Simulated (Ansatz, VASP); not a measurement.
# MgI2 in VASP and in Ansatz

```
Mg I
1.0
     4.15664    0.00000    0.00000
    -2.07832    3.59976    0.00000
     0.00000    0.00000    6.87562
Mg I
1 2
Direct
  0.00000 0.00000 0.00000
  0.33333 0.66667 0.24257
  0.66667 0.33333 0.75743
```

Alike in both runs: task single point; functional PBE; k mesh 12 × 12 × 4; occupations fermi-dirac, width 0.02 eV; no spin polarisation.

|  | VASP | Ansatz |
| --- | --- | --- |
| version | VASP 6.6.1 | Ansatz 0.2.0 |
| potentials or method | VASP PAW PBE potentials, release 64 (Mg, I) | plane waves, PAW |
| plane-wave cutoff (eV) | 520 | 420 |
| valence electrons in the cell | 16 | 44 |

Ansatz gave:

| Item | Value |
| --- | --- |
| gap on the k mesh at the Fermi level (eV) | 3.53 |
| pressure (GPa) | 1.1 |
| traceless stress, the component that is largest in VASP (GPa) | 0.14 |
| rms of the force components (eV/Å) | 0.005 |

**Question.** Estimate VASP's values.

**Answer.** gap on the k mesh at the Fermi level (eV): 3.51; pressure (GPa): 1.1; traceless stress, the component that is largest in VASP (GPa): 0.15; rms of the force components (eV/Å): 0.001.

Atom by atom the forces differ by 0.005 eV/Å (rms over components). The functional is the same, so the differences come from potentials, cutoffs and numerics. VASP's potentials hold 16 valence electrons a cell and Ansatz's 44, so a difference there can come from the potentials and not from the codes.

Neither program's run includes spin-orbit coupling.
